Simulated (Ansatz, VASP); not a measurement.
# Two plane-wave programs on NiO2

The input INCAR:

```
  PREC = Accurate
  ENCUT = 520
  EDIFF = 1E-7
  ISMEAR = 0
  SIGMA = 0.05
  LREAL = False
  LASPH = True
  NELM = 100
  ALGO = Normal
  ISIF = 2
  LWAVE = False
  LCHARG = False
  GGA = PS
  NBANDS = 18
```

Contents of KPOINTS:

```
regular mesh
0
Gamma
  12 12 6
```

The input POSCAR:

```
NiO2
1.0
    2.7304424938      0.0000000000      0.0000000000
   -1.3652212469      2.3646325632      0.0000000000
    0.0000000000      0.0000000000      5.1695467736
Ni O
1 2
Direct
    0.0000000000      0.0000000000      0.5000000000
    0.6666666667      0.3333333333      0.6625222406
    0.3333333333      0.6666666667      0.3374777594
```

Input for Ansatz:

```yaml
crystal:
  lattice:
    - [2.7304424938, 0.0, 0.0]
    - [-1.3652212469, 2.3646325632, 0.0]
    - [0.0, 0.0, 5.1695467736]
  atoms:
    - { symbol: Ni, position: [0.0, 0.0, 0.5] }
    - { symbol: O, position: [0.6666666667, 0.3333333333, 0.6625222406] }
    - { symbol: O, position: [0.3333333333, 0.6666666667, 0.3374777594] }
basis:
  ecutwfc: 520.0
kpoints:
  mp_grid: { grid: [12, 12, 6] }
hamiltonian:
  xc: pbesol
scf:
  occupations: { method: gaussian, width: 0.05 }
output:
  forces: true
  stress: true
  eigenvalues: true
```

Alike in both runs: task single point; functional PBEsol; k mesh 12 × 12 × 6; occupations gaussian, width 0.05 eV; no spin polarisation.

```csv
,VASP,Ansatz
version,VASP 6.6.1,Ansatz 0.2.0
potentials or method,"VASP PAW PBE potentials, release 64 (Ni, O), cutoff 520 eV","scalar-relativistic, plane waves, PAW"
valence electrons in the cell,22,30
```

```csv
,VASP,Ansatz,Ansatz less VASP
gap on the k mesh at the Fermi level (eV),1.20,1.22,+0.025
least direct gap on the mesh (eV),1.63,1.65,+0.024
pressure (GPa),25.6,24.7,-0.91
"traceless stress, the component that is largest in VASP (GPa)",-3.76,-3.14,+0.612
rms of the force components (eV/Å),1.293,1.261,-0.0318
```

VASP's potentials were made for PBE, not for PBEsol. Atom by atom the forces differ by 0.032 eV/Å (rms over components). VASP's potentials hold 22 valence electrons a cell and Ansatz's 30, so a difference there can come from the potentials and not from the codes.
